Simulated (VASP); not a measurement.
# GaAs (I-4m2) in VASP: further runs, part 2 of 2

VASP 6.6.1.

### 4 Single point, PBEsol (in-plane strain -0.01, then relaxed in part)

INCAR reads:

```
SYSTEM = GaAs
  PREC = Accurate
  ENCUT = 520
  EDIFF = 1E-6
  ISMEAR = 0
  SIGMA = 0.01
  LREAL = .FALSE.
  LASPH = .TRUE.
  NELM = 60
  ALGO = Normal
  ISIF = 2
  LWAVE = .FALSE.
  LCHARG = .FALSE.
  GGA = PS
  NBANDS = 16
```

KPOINTS reads:

```
regular mesh
0
G
  8 8 8
  0 0 0
```

POSCAR reads:

```
GaAs
1.0
    2.8008558155      2.8008558155      0.0000000000
   -2.8008558155      2.8008558155      0.0000000000
    0.0000000000      2.8008558155      2.8534221249
Ga As
1 1
Direct
    0.0000000000      0.0000000000      0.0000000000
    0.7500000000      0.2500000000      0.5000000000
```

Potentials or basis: VASP PAW PBE potentials, release 64 (Ga_d, As).

On the command line:

```
$ cat potpaw_PBE.64/Ga_d/POTCAR potpaw_PBE.64/As/POTCAR > POTCAR
$ mpirun -np 1 vasp_std > vasp.out
```

OUTCAR:

```text
SYSTEM = GaAs
   PREC = Accurate
   ENCUT = 520
   EDIFF = 1E-6
   ISMEAR = 0
   LREAL = .FALSE.
   LASPH = .TRUE.
   NELM = 60
   ISIF = 2
   GGA = PS

 ion  position               nearest neighbor table
   1  0.000  0.000  0.000-   2 2.44   2 2.44   2 2.44   2 2.44
   2  0.750  0.250  0.500-   1 2.44   1 2.44   1 2.44   1 2.44

  LATTYP: Found a body centered tetragonal cell.
 ALAT       =     3.9610082805
 C/A-ratio  =     1.4407554455

  Lattice vectors:

 A1 = (   2.8008558155,   0.0000000000,  -2.8534221249)
 A2 = (  -2.8008558155,   0.0000000000,  -2.8534221249)
 A3 = (   0.0000000000,   2.8008558155,   2.8534221249)

Analysis of symmetry for initial positions (statically):
=====================================================================
 Subroutine PRICEL returns:
 Original cell was already a primitive cell.

 Routine SETGRP: Setting up the symmetry group for a
 body centered tetragonal supercell.

 Subroutine GETGRP returns: Found  8 space group operations
 (whereof  8 operations were pure point group operations)
 out of a pool of 16 trial point group operations.

[... 157 lines left out ...]
  ext. energy  EPLUGINS =         0.00000000
  ---------------------------------------------------
  free energy    TOTEN  =        -9.08353311 eV

  energy without entropy =       -9.08353311  energy(sigma->0) =       -9.08353311

 E-fermi :   4.0224     XC(G=0):  -9.8135

 val. band max:        3.9287505544   @ k =   0.0000   0.0000   0.0000
 cond. band min:       4.4129185708   @ k =   0.0000   0.0000   0.0000
 fundamental gap:      0.4841680164
 Fermi energy:         4.0223596161

 k-point     1 :       0.0000    0.0000    0.0000
  band No.  band energies     occupation
      1     -10.9052      2.00000
      2     -10.9006      2.00000
      3     -10.9006      2.00000
      4     -10.8212      2.00000
      5     -10.8188      2.00000
      6      -8.9262      2.00000
[... 433 lines left out ...]
      3     -10.8844      2.00000
      4     -10.8242      2.00000
      5     -10.8159      2.00000
      6      -7.8411      2.00000
[... 8 lines left out ...]
     15      13.4901      0.00000
     16      14.9790      0.00000

 [... further k-points ...]
[... 5 lines left out ...]
  --------------------------------------------------------------------------------------
  -------------------------------------------------------------------------------------
  Total        0.3883004      0.3883004      0.0606190      0.0000000      0.0000000     -0.0000000
  in kB       13.8963539     13.8963539      2.1694093      0.0000000      0.0000000     -0.0000000
  external PRESSURE =       9.9873724 kB  Pullay stress =       0.0000000 kB

 VOLUME and BASIS-vectors are now :
 -----------------------------------------------------------------------------
  energy-cutoff  :      520.00
  volume of cell :       44.77
      direct lattice vectors                 reciprocal lattice vectors
     2.800855815  2.800855815  0.000000000     0.178516865  0.178516865 -0.175228192
    -2.800855815  2.800855815  0.000000000    -0.178516865  0.178516865 -0.175228192
     0.000000000  2.800855815  2.853422125     0.000000000  0.000000000  0.350456384

 POSITION                                       TOTAL-FORCE (eV/Angst)
 -----------------------------------------------------------------------------------
      0.00000      0.00000      0.00000        -0.000000      0.000000      0.000000
      1.40043      4.20128      1.42671         0.000000     -0.000000      0.000000
 -----------------------------------------------------------------------------------
    total drift:                                0.000001      0.000000     -0.000000

  FREE ENERGIE OF THE ION-ELECTRON SYSTEM (eV)
  ---------------------------------------------------
  free  energy   TOTEN  =        -9.0835331108 eV

  energy  without entropy=       -9.0835331108  energy(sigma->0) =       -9.08353311
```

OSZICAR:

```text
N       E                     dE             d eps       ncg     rms          rms(c)
DAV:   1     0.826566372826E+02    0.82657E+02   -0.89482E+03  1944   0.157E+03
DAV:   2    -0.267615970312E+01   -0.85333E+02   -0.81319E+02  2168   0.312E+02
DAV:   3    -0.918478246223E+01   -0.65086E+01   -0.64902E+01  2280   0.662E+01
DAV:   4    -0.928532110734E+01   -0.10054E+00   -0.10052E+00  2328   0.914E+00
DAV:   5    -0.928674832045E+01   -0.14272E-02   -0.14272E-02  2360   0.100E+00    0.297E+00
DAV:   6    -0.911782772902E+01    0.16892E+00   -0.22599E-01  2920   0.931E+00    0.175E+00
DAV:   7    -0.908513164236E+01    0.32696E-01   -0.61014E-02  2832   0.208E+00    0.536E-01
DAV:   8    -0.908332111826E+01    0.18105E-02   -0.94959E-03  2400   0.112E+00    0.110E-01
DAV:   9    -0.908348135826E+01   -0.16024E-03   -0.69762E-04  2392   0.324E-01    0.420E-02
DAV:  10    -0.908351273873E+01   -0.31380E-04   -0.52837E-05  2856   0.751E-02    0.226E-02
DAV:  11    -0.908353312318E+01   -0.20384E-04   -0.23479E-05  2120   0.496E-02    0.277E-03
DAV:  12    -0.908353311076E+01    0.12421E-07   -0.84170E-07  1952   0.148E-02
   1 F= -.90835331E+01 E0= -.90835331E+01  d E =-.193765E-42
```

Wall time 78 s (1 thread of AMD EPYC 7R13, shared host); peak memory 0.16 GiB.

Results:

| Property | Result |
| --- | --- |
| Free energy | -9.0835 eV |
| Pressure | 1.0 GPa |
| Band gap on the k mesh | 0.48 eV, direct |

Levels at points of the mesh, in eV from the valence-band top:
| k point | band 6 | band 7 | band 8 | band 9 | band 10 | band 11 | band 12 | band 13 |
| --- | --- | --- | --- | --- | --- | --- | --- | --- |
| (0.00, 0.00, 0.00) | -12.86 | -0.11 | 0.00 | 0.00 | 0.48 | 3.64 | 3.64 | 3.69 |
| (0.50, 0.00, 0.00) | -11.05 | -6.77 | -1.28 | -1.12 | 0.91 | 4.49 | 4.62 | 7.56 |
| (0.50, 0.50, 0.00) | -10.27 | -6.89 | -2.81 | -2.80 | 1.26 | 1.47 | 10.08 | 10.21 |
| (0.00, 0.00, 0.50) | -10.34 | -7.01 | -2.68 | -2.68 | 1.37 | 1.65 | 10.16 | 10.16 |

Caveat: the cell differs from its parent crystal (in-plane strain -0.01, then relaxed in part); the PAW data sets were made with another functional, which shifts forces and pressure a little.

### 5 The runs side by side

```tsv
cell	gap on the mesh (eV)	pressure (GPa)
a = 3.921, b = 3.921, c = 3.986 Å, angles 60.5, 60.5, 90.0°, 2 atoms	0.58	2.3
a = 3.921, b = 3.921, c = 3.997 Å, angles 60.6, 60.6, 90.0°, 2 atoms	0.52	1.8
a = 3.961, b = 3.961, c = 3.998 Å, angles 60.3, 60.3, 90.0°, 2 atoms	0.48	1.0
```

Alike in all rows: task single point; level PBEsol; potentials or basis VASP PAW PBE potentials, release 64 (Ga_d, As); no spin polarisation; k mesh 8 × 8 × 8; cutoff (eV) 520; smearing gaussian 0.01 eV.

Caveats: the PAW data sets were made with another functional, which shifts forces and pressure a little.

Absolute energies hang on the potentials; compare differences alone.
